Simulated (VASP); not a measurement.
# AlNi: single point with PBEsol

AlNi:

```
CELL_PARAMETERS angstrom
1.99101 -1.99103 0.00000
1.99101 1.99103 0.00000
0.00000 0.00000 2.86941
ATOMIC_POSITIONS crystal
Al 0.00000 0.00000 0.00000
Ni 0.50000 0.50000 0.50000
```

This cell differs from its parent crystal: strain -0.015 along x and y, +0.000 along z.

- Program: VASP 6.6.1
- Task: single point
- Functional: PBEsol
- Potentials or basis: VASP PAW PBE potentials, release 64 (Al, Ni)
- Cutoff: 520 eV
- k mesh: 20 × 20 × 20
- Occupations: gaussian, width 0.15 eV
- Spin: no spin polarisation
- Dipole correction: no
- Further INCAR settings: ALGO = Fast; EDIFF = 1e-06; NBANDS = 14

```
Pressure               : 5.8 GPa
Band gap on the k mesh : zero (an odd number of electrons rules out a gap without spin polarisation)
```

Stress tensor (GPa, compression positive):
```
6.33 0.00 0.00
0.00 6.33 0.00
0.00 0.00 4.78
```

Levels at points of the mesh, in eV from the Fermi level:
| k point | band 5 | band 6 | band 7 | band 8 | band 9 | band 10 |
| --- | --- | --- | --- | --- | --- | --- |
| (0.00, 0.00, 0.00) | -1.66 | -1.61 | 5.25 | 5.95 | 5.95 | 8.22 |
| (0.50, 0.00, 0.00) | -2.36 | -1.56 | -0.62 | 8.35 | 9.83 | 10.48 |
| (0.50, 0.50, 0.00) | -2.28 | -2.28 | -1.05 | 1.68 | 2.86 | 12.54 |
| (0.00, 0.00, 0.50) | -2.36 | -1.52 | -0.77 | 8.36 | 10.41 | 10.41 |
| (0.50, 0.00, 0.50) | -2.21 | -2.19 | -1.10 | 1.50 | 2.68 | 13.02 |
| (0.50, 0.50, 0.50) | -1.02 | 1.91 | 1.96 | 1.96 | 4.18 | 4.63 |

Wall time 4.3 min on 1 thread of Intel Xeon 8259CL (shared host), peak memory 0.49 GiB.

Caveat: the cell differs from its parent crystal (strain -0.015 along x and y, +0.000 along z); the cell stands under pressure; the PAW data sets were made with another functional, which shifts forces and pressure a little. Spin polarisation is off, so any magnetic state and its effect on volume and gap are missing.
